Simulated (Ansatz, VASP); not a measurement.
AgI: VASP beside Ansatz

```xyz
4
Lattice="4.6509 0.0000 0.0000 -2.3254 4.0278 0.0000 0.0000 0.0000 7.5993" Properties=species:S:1:pos:R:3 pbc="T T T"
Ag    0.0000    2.6852    0.0000
Ag    2.3254    1.3426    3.7997
I     0.0000    2.6852    2.8497
I     2.3254    1.3426    6.6493
```

Alike in both runs: task single point; functional PBE; k mesh 6 × 6 × 4; occupations fermi-dirac, width 0.02 eV; no spin polarisation.

|  | VASP | Ansatz |
| --- | --- | --- |
| version | VASP 6.6.1 | Ansatz 0.2.0 |
| potentials or method | VASP PAW PBE potentials, release 64 (Ag, I) | plane waves, PAW |
| plane-wave cutoff (eV) | 500 | 420 |
| valence electrons in the cell | 36 | 72 |

|  | VASP | Ansatz | Ansatz less VASP |
| --- | --- | --- | --- |
| gap on the k mesh at the Fermi level (eV) | 1.37 | 1.37 | -0.002 |
| pressure (GPa) | 0.6 | 0.6 | +0.06 |

With one functional, cell and mesh, what is left measures potentials, basis and numerics. VASP's potentials hold 36 valence electrons a cell and Ansatz's 72, so a difference there can come from the potentials and not from the codes.

Spin-orbit coupling is off throughout.
